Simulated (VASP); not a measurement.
# WS2 in VASP: further runs, part 2 of 2

VASP 6.6.1. Earlier steps stand in the parts before.

## Step 4: Single point, PBEsol (48.60 Å³/atom)

This run uses another cell than the first one.

File INCAR:

```
PREC = Accurate ; ENCUT = 520
EDIFF = 1E-6 ; ISMEAR = -1
SIGMA = 0.05 ; LREAL = False
LASPH = True ; NELM = 60
ALGO = Normal ; ISIF = 2
LWAVE = False ; LCHARG = True
GGA = PS ; LELF = True
LVHAR = True ; NBANDS = 20
```

File KPOINTS:

```
regular mesh
0
Gamma
  10 10 2
```

File POSCAR:

```
WS2
1.0
    3.1621498298      0.0000000000      0.0000000000
   -1.5810749149      2.7385020831      0.0000000000
    0.0000000000      0.0000000000     16.8368121945
W S
1 2
Direct
    0.0000000000      0.0000000000      0.0000000000
    0.3333333333      0.6666666667      0.0920005100
    0.3333333333      0.6666666667      0.9079994900
```

Potentials or basis: VASP PAW PBE potentials, release 64 (W_sv, S).

Started as:

```bash
$ cat potpaw_PBE.64/W_sv/POTCAR potpaw_PBE.64/S/POTCAR > POTCAR
$ mpirun -np 1 vasp_std > vasp.out
```

OUTCAR:

```text
PREC = Accurate
   ENCUT = 520
   EDIFF = 1E-6
   ISMEAR = -1
   LREAL = False
   LASPH = True
   NELM = 60
   ISIF = 2
   GGA = PS

 ion  position               nearest neighbor table
   1  0.000  0.000  0.000-   2 2.39   3 2.39   2 2.39   3 2.39   2 2.39   3 2.39
   2  0.333  0.667  0.092-   1 2.39   1 2.39   1 2.39
   3  0.333  0.667  0.908-   1 2.39   1 2.39   1 2.39

  LATTYP: Found a hexagonal cell.
 ALAT       =     3.1621498298
 C/A-ratio  =     5.3244827414

  Lattice vectors:

 A1 = (   3.1621498298,   0.0000000000,   0.0000000000)
 A2 = (  -1.5810749149,   2.7385020831,   0.0000000000)
 A3 = (   0.0000000000,   0.0000000000,  16.8368121945)

Analysis of symmetry for initial positions (statically):
=====================================================================
 Subroutine PRICEL returns:
 Original cell was already a primitive cell.

 Routine SETGRP: Setting up the symmetry group for a
 hexagonal supercell.

 Subroutine GETGRP returns: Found 12 space group operations
 (whereof 12 operations were pure point group operations)
 out of a pool of 24 trial point group operations.

The static configuration has the point symmetry D_3h.

Analysis of symmetry for dynamics (positions and initial velocities):
=====================================================================
 Subroutine PRICEL returns:
 Original cell was already a primitive cell.

 Routine SETGRP: Setting up the symmetry group for a
 hexagonal supercell.

 Subroutine GETGRP returns: Found 12 space group operations
 (whereof 12 operations were pure point group operations)
 out of a pool of 24 trial point group operations.

The dynamic configuration has the point symmetry D_3h.

 Subroutine INISYM returns: Found 12 space group operations
 (whereof 12 operations are pure point group operations),
 and found     1 'primitive' translations

----------------------------------------------------------------------------------------

                                     Primitive cell

  volume of cell :     145.7993

  direct lattice vectors                    reciprocal lattice vectors
     3.162149830  0.000000000  0.000000000     0.316240550  0.182581566  0.000000000
    -1.581074915  2.738502083  0.000000000     0.000000000  0.365163133  0.000000000
     0.000000000  0.000000000 16.836812194     0.000000000  0.000000000  0.059393666

  length of vectors
     3.162149830  3.162149830 16.836812194     0.365163133  0.365163133  0.059393666

  position of ions in fractional coordinates (direct lattice)
     0.000000000  0.000000000  0.000000000
     0.333333333  0.666666667  0.092000510
     0.333333333  0.666666667  0.907999490

  ion indices of the primitive-cell ions
   primitive index   ion index
                 1           1
                 2           2
                 3           3

----------------------------------------------------------------------------------------

 KPOINTS: regular mesh

Automatic generation of k-mesh.
 Grid dimensions read from file:
 generate k-points for:   10   10    2

 Generating k-lattice:

  Cartesian coordinates                     Fractional coordinates (reciprocal lattice)
     0.031624055  0.018258157  0.000000000     0.100000000  0.000000000  0.000000000
     0.000000000  0.036516313  0.000000000     0.000000000  0.100000000  0.000000000
     0.000000000  0.000000000  0.029696833     0.000000000  0.000000000  0.500000000

  Length of vectors
     0.036516313  0.036516313  0.029696833

  Shift w.r.t. Gamma in fractional coordinates (k-lattice)
     0.000000000  0.000000000  0.000000000

 Subroutine IBZKPT returns following result:
 ===========================================

 Found     28 irreducible k-points:

 Following reciprocal coordinates:
            Coordinates               Weight
  0.000000  0.000000  0.000000      1.000000
  0.100000  0.000000  0.000000      6.000000
  0.200000  0.000000  0.000000      6.000000
  0.300000 -0.000000  0.000000      6.000000
  0.400000 -0.000000  0.000000      6.000000
  0.500000 -0.000000  0.000000      3.000000
[... 16 lines left out ...]
  0.300000  0.100000  0.500000     12.000000
  0.400000  0.100000  0.500000     12.000000
 [... further k-points ...]
   k-points           NKPTS =     28   k-points in BZ     NKDIM =     28   number of bands    NBANDS=     20
   number of dos      NEDOS =    301   number of ions     NIONS =      3
   total plane-waves  NPLWV =  72576
   dimension x,y,z NGX =    24 NGY =   24 NGZ =  126
   dimension x,y,z NGXF=    48 NGYF=   48 NGZF=  252
   ions per type =               1   2
   NGX,Y,Z   is equivalent  to a cutoff of  12.62, 12.62, 12.44 a.u.
   NGXF,Y,Z  is equivalent  to a cutoff of  25.24, 25.24, 24.88 a.u.
 SYSTEM =  unknown system
   PREC   = accura    normal or accurate (medium, high low for compatibility)
   ISTART =      0    job   : 0-new  1-cont  2-samecut
   ICHARG =      2    charge: 1-file 2-atom 10-const
   ISPIN  =      1    spin polarized calculation?
   LNONCOLLINEAR =      F non collinear calculations
   LSORBIT =      F    spin-orbit coupling
   LASPH  =      T    aspherical Exc in radial PAW
   ENCUT  =  520.0 eV  38.22 Ry    6.18 a.u.   5.88  5.88 31.31*2*pi/ulx,y,z
   NELM   =     60;   NELMIN=  2; NELMDL= -5     # of ELM steps
   EDIFF  = 0.1E-05   stopping-criterion for ELM
   LREAL  =      F    real-space projection
   EDIFFG = 0.1E-04   stopping-criterion for IOM
   NSW    =      0    number of steps for IOM
   IBRION =     -1    ionic relax: 0-MD 1-quasi-New 2-CG
   NFREE  =      0    steps in history (QN), initial steepest desc. (CG)
   ISIF   =      2    stress and relaxation
   ISYM   =      2    0-nonsym 1-usesym 2-fastsym
   POTIM  = 0.5000    time-step for ionic-motion
   TEBEG  =    0.0;   TEEND  =   0.0 temperature during run
   PSTRESS=    0.0 pullay stress
   NELECT =      26.0000    total number of electrons
   NUPDOWN=      -1.0000    fix difference up-down
   EMIN   =  10.00;   EMAX   =-10.00  energy-range for DOS
   EFERMI =   0.00;   METHOD = LEGACY
   ISMEAR =    -1;   SIGMA  =   0.05  broadening in eV -4-tet -1-fermi 0-gaus
   EFERMI_NEDOS =   21; number of points for ismear=-14 and -15
   IALGO  =     38    algorithm
   IMIX   =      4    mixing-type and parameters
     AMIX     =   0.40;   BMIX     =  1.00
     AMIX_MAG =   1.60;   BMIX_MAG =  1.00
  volume/ion in A,a.u.               =      48.60       327.97
  Fermi-wavevector in a.u.,A,eV,Ry     =   0.921469  1.741324 11.552781  0.849105
  Thomas-Fermi vector in A             =   2.046889
   LORBIT       =      0    0 simple, 1 ext, 2 COOP (PROOUT), +10 PAW based schemes
   GGA     = PS    functional components
   LHFCALC =     F    Hartree Fock is set to
   AEXX    =    0.0000 exact exchange contribution
   IVDW    =     0    specifies the selected vdW correction
   LEPSILON=     F    determine dielectric tensor
   LRPA    =     F    only Hartree local field effects (RPA)
 non-spin polarized calculation
  energy-cutoff  :      520.00
  volume of cell :      145.80
 maximum number of plane-waves:      3958
 NGX is ok and might be reduce to    24
   NGX = 11   NGY = 11   NGZ = 63

 number of electron      25.9999997 magnetization

 Free energy of the ion-electron system (eV)
  ---------------------------------------------------
  ext. energy  EPLUGINS =         0.00000000
  ---------------------------------------------------
  free energy    TOTEN  =       -25.24348003 eV

  energy without entropy =      -25.24348003  energy(sigma->0) =      -25.24348003

 E-fermi :  -0.2091     XC(G=0):  -4.5978

 val. band max:       -1.2020115157   @ k =   0.0000   0.0000   0.0000
 cond. band min:       0.8516092421   @ k =   0.3000   0.3000   0.0000
 fundamental gap:      2.0536207578
 Fermi energy:        -0.2091494399

 k-point     1 :       0.0000    0.0000    0.0000
  band No.  band energies     occupation
      1     -75.0938      2.00000
      2     -39.3648      2.00000
      3     -39.1931      2.00000
      4     -39.1931      2.00000
      5     -16.0729      2.00000
      6     -14.3221      2.00000
[... 12 lines left out ...]
     19       4.4086      0.00000
     20       4.4223      0.00000
[... 507 lines left out ...]
 k-point    24 :       0.4000    0.1000    0.5000
  band No.  band energies     occupation
      1     -75.0752      2.00000
      2     -39.5369      2.00000
      3     -39.2980      2.00000
      4     -39.2969      2.00000
      5     -13.8637      2.00000
      6     -13.5732      2.00000
[... 12 lines left out ...]
     19       7.0641      0.00000
     20       7.0889      0.00000

 [... further k-points ...]

------------------------ aborting loop because EDIFF is reached ----------------------------------------

  FORCE on cell =-STRESS in cart. coord.  units (eV):
  Direction    XX          YY          ZZ          XY          YZ          ZX
  --------------------------------------------------------------------------------------
  -------------------------------------------------------------------------------------
  Total       -0.1946056     -0.1946056      0.7989476      0.0000000      0.0000000      0.0000000
  in kB       -2.1385063     -2.1385063      8.7795754      0.0000000      0.0000000      0.0000000
  external PRESSURE =       1.5008543 kB  Pullay stress =       0.0000000 kB

 VOLUME and BASIS-vectors are now :
 -----------------------------------------------------------------------------
  energy-cutoff  :      520.00
  volume of cell :      145.80
      direct lattice vectors                 reciprocal lattice vectors
     3.162149830  0.000000000  0.000000000     0.316240550  0.182581566  0.000000000
    -1.581074915  2.738502083  0.000000000     0.000000000  0.365163133  0.000000000
     0.000000000  0.000000000 16.836812194     0.000000000  0.000000000  0.059393666

 POSITION                                       TOTAL-FORCE (eV/Angst)
 -----------------------------------------------------------------------------------
      0.00000      0.00000      0.00000        -0.000000      0.000000      0.000000
     -0.00000      1.82567      1.54900         0.000000     -0.000000      0.267022
     -0.00000      1.82567     15.28782         0.000000     -0.000000     -0.267022
 -----------------------------------------------------------------------------------
    total drift:                                0.000000     -0.000000     -0.000000

  FREE ENERGIE OF THE ION-ELECTRON SYSTEM (eV)
  ---------------------------------------------------
  free  energy   TOTEN  =       -25.2434800309 eV

  energy  without entropy=      -25.2434800307  energy(sigma->0) =      -25.24348003
```

OSZICAR:

```text
N       E                     dE             d eps       ncg     rms          rms(c)
DAV:   1     0.175445312225E+03    0.17545E+03   -0.12353E+04  1336   0.112E+03
DAV:   2    -0.116265862420E+02   -0.18707E+03   -0.18167E+03  1444   0.268E+02
DAV:   3    -0.262466282770E+02   -0.14620E+02   -0.14453E+02  1480   0.683E+01
[... 14 lines left out ...]
DAV:  18    -0.252434638645E+02   -0.37571E-04   -0.22402E-06  1084   0.570E-03    0.302E-03
DAV:  19    -0.252434763187E+02   -0.12454E-04   -0.83247E-07  1216   0.282E-03    0.294E-03
DAV:  20    -0.252434787733E+02   -0.24545E-05   -0.10795E-07  1000   0.123E-03    0.129E-03
DAV:  21    -0.252434798412E+02   -0.10680E-05   -0.52824E-08   924   0.909E-04    0.470E-04
DAV:  22    -0.252434800309E+02   -0.18967E-06   -0.64039E-09   828   0.375E-04
   1 F= -.25243480E+02 E0= -.25243480E+02  d E =-.210591E-09
```

stdout:

```text
POSCAR found type information on POSCAR W S
 POSCAR found :  2 types and       3 ions
 scaLAPACK will be used
 -----------------------------------------------------------------------------
|                                                                             |
|                                                                             |
|     You enforced a specific xc type in the INCAR file but a different       |
|     I HOPE YOU KNOW WHAT YOU ARE DOING!                                     |
|                                                                             |
 -----------------------------------------------------------------------------

 LDA part: xc-table for (Slater+PW92), standard interpolation
 POSCAR, INCAR and KPOINTS ok, starting setup
 FFT: planning ... GRIDC
 FFT: planning ... GRID_SOFT
 FFT: planning ... GRID
 WAVECAR not read
 entering main loop
```

It took 2.3 min on 1 thread of Intel Xeon 8259CL, shared host; peak memory 0.28 GiB.

What came out:

```yaml
Free_energy: -25.2435 eV
Largest_force: 0.267 eV/Å
Band_gap_on_the_k_mesh: 2.05 eV (least direct gap 2.21 eV)
```

Forces in eV/Å, atoms in the order of the input:
```
W    0.000  0.000  0.000
S    0.000  0.000  0.267
S    0.000  0.000 -0.267
```

Caveat: the PAW data sets were made with another functional, which shifts forces and pressure a little; spin-orbit coupling is left out, which moves the levels of the heavy elements.

## Step 5: Single point, PBEsol (51.58 Å³/atom)

This run uses another cell than the first one.

File INCAR:

```
ALGO     = Normal         # electronic algorithm
EDIFF    = 1E-6           # SCF threshold, eV
ENCUT    = 520            # plane-wave cutoff, eV
GGA      = PS             # functional
ISIF     = 2              # what is computed and relaxed
ISMEAR   = -1             # smearing method
LASPH    = True           # aspherical terms in the spheres
LCHARG   = True           # write CHGCAR
LELF     = True           # ELF
LREAL    = False          # projectors in reciprocal space
LVHAR    = True         
LWAVE    = False          # write WAVECAR
NBANDS   = 20             # bands
NELM     = 100            # most SCF steps
PREC     = Accurate       # precision mode
SIGMA    = 0.05           # smearing width, eV
```

File KPOINTS:

```
k-points
0
Gamma
  10 10 2
```

File POSCAR:

```
WS2
1.0
    3.2254095325      0.0000000000      0.0000000000
   -1.6127047662      2.7932865927      0.0000000000
    0.0000000000      0.0000000000     17.1736373894
W S
1 2
Direct
    0.0000000000      0.0000000000      0.0000000000
    0.3333333333      0.6666666667      0.0920005100
    0.3333333333      0.6666666667      0.9079994900
```

Started as:

```bash
$ cat potpaw_PBE.64/W_sv/POTCAR potpaw_PBE.64/S/POTCAR > POTCAR
$ mpirun -np 1 vasp_std > vasp.out
```

Wall time 2.2 min (1 thread of Intel Xeon 8259CL, shared host); peak memory 0.29 GiB.

It converged, with:

| Quantity | Value |
| --- | --- |
| Free energy | -25.1588 eV |
| Largest force | 0.765 eV/Å |
| Band gap on the k mesh | 1.88 eV (least direct gap 2.04 eV) |

Forces in eV/Å, atoms in the order of the input:
```
W    0.000  0.000  0.000
S    0.000  0.000 -0.765
S    0.000  0.000  0.765
```

Levels at points of the mesh, in eV from the valence-band top:
```
           k point  band 11  band 12  band 13  band 14  band 15  band 16
(0.00, 0.00, 0.00)    -1.61    -1.61     0.00     2.76     2.76     2.91
(0.50, 0.00, 0.00)    -2.07    -1.29    -0.90     2.67     3.12     3.92
(0.00, 0.00, 0.50)    -1.61    -1.61     0.00     2.76     2.76     2.91
(0.50, 0.00, 0.50)    -2.07    -1.29    -0.90     2.67     3.12     3.92
```

Caveat: the PAW data sets were made with another functional, which shifts forces and pressure a little; spin-orbit coupling is left out, which moves the levels of the heavy elements.

## Step 6: The runs side by side

| level | potentials or basis | cell | gap on the mesh (eV) | largest force (eV/Å) |
| --- | --- | --- | --- | --- |
| LDA | VASP PAW LDA potentials, release 64 (W_sv, S) | a = 3.184, b = 3.184, c = 16.951 Å, angles 90.0, 90.0, 120.0°, 3 atoms | 1.99 | 0.36 |
| PBEsol | VASP PAW PBE potentials, release 64 (W_sv, S) | a = 3.119, b = 3.119, c = 16.605 Å, angles 90.0, 90.0, 120.0°, 3 atoms | 2.18 | 1.10 |
| PBEsol | VASP PAW PBE potentials, release 64 (W_sv, S) | a = 3.162, b = 3.162, c = 16.837 Å, angles 90.0, 90.0, 120.0°, 3 atoms | 2.05 | 0.27 |
| PBEsol | VASP PAW PBE potentials, release 64 (W_sv, S) | a = 3.225, b = 3.225, c = 17.174 Å, angles 90.0, 90.0, 120.0°, 3 atoms | 1.88 | 0.77 |

Alike in all rows: task single point; no spin polarisation; k mesh 10 × 10 × 2; cutoff (eV) 520; smearing fermi-dirac 0.05 eV.

Caveats: spin-orbit coupling is left out, which moves the levels of the heavy elements; the PAW data sets were made with another functional, which shifts forces and pressure a little (at least some runs).

Absolute energies hang on the potentials; compare differences alone.
